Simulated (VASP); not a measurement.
Input of a VASP 6.6.1 run:

The input POSCAR:

```
VH2
1.0
    0.0000000000      2.0938294958      2.0938294958
    2.0938294958      0.0000000000      2.0938294958
    2.0938294958      2.0938294958      0.0000000000
V H
1 2
Direct
    0.0000000000      0.0000000000      0.0000000000
    0.2500000000      0.2500000000      0.2500000000
    0.7500000000      0.7500000000      0.7500000000
```

Contents of INCAR.step1:

```
SYSTEM = VH2
PREC     = Accurate       ! precision mode
ENCUT    = 520            ! plane-wave cutoff, eV
ISMEAR   = 0              ! smearing method
SIGMA    = 0.1            ! smearing width, eV
LREAL    = .FALSE.        ! projectors in reciprocal space
LASPH    = .TRUE.         ! aspherical terms in the spheres
NELM     = 150            ! most SCF steps
ISPIN    = 2              ! spin polarisation
MAGMOM   = 1.04 0 0       ! initial moments
LMAXMIX  = 4              ! l up to which the mixer works
NBANDS   = 18             ! bands
GGA      = PE             ! functional
ALGO     = Normal         ! electronic algorithm
EDIFF    = 1E-4           ! SCF threshold, eV
LWAVE    = .TRUE.         ! write WAVECAR
LCHARG   = .FALSE.        ! write CHGCAR
```

Contents of INCAR.step2:

```
SYSTEM = VH2
PREC     = Accurate       ! precision mode
ENCUT    = 520            ! plane-wave cutoff, eV
EDIFF    = 1E-6           ! SCF threshold, eV
ISMEAR   = 0              ! smearing method
SIGMA    = 0.1            ! smearing width, eV
LREAL    = .FALSE.        ! projectors in reciprocal space
LASPH    = .TRUE.         ! aspherical terms in the spheres
NELM     = 150            ! most SCF steps
ALGO     = Normal         ! electronic algorithm
ISIF     = 2              ! what is computed and relaxed
LWAVE    = .FALSE.        ! write WAVECAR
LCHARG   = .FALSE.        ! write CHGCAR
ISPIN    = 2              ! spin polarisation
MAGMOM   = 1.04 0 0       ! initial moments
LORBIT   = 11             ! projections on sites
LMAXMIX  = 4              ! l up to which the mixer works
METAGGA  = R2SCAN         ! meta-GGA
LMIXTAU  = .TRUE.       
NBANDS   = 18             ! bands
ISTART   = 1
```

Contents of KPOINTS:

```
regular mesh
0
G
  14 14 14
  0 0 0
```

Potentials or basis: VASP PAW PBE potentials, release 64 (V_sv, H).

The run is started by

```console
$ cat potpaw_PBE.64/V_sv/POTCAR potpaw_PBE.64/H/POTCAR > POTCAR
$ cp INCAR.step1 INCAR
$ mpirun -np 1 vasp_std > vasp.out
$ cp INCAR.step2 INCAR
$ mpirun -np 1 vasp_std > vasp.out
```

(1) Predict the pressure.

(2) What does it give for the net moment?

Answers

(1) 0.4 GPa.

(2) 0.00 μB per cell.

Caveat: the moments typed at the start vanished in this run; the PAW data sets were made with another functional, which shifts forces and pressure a little.
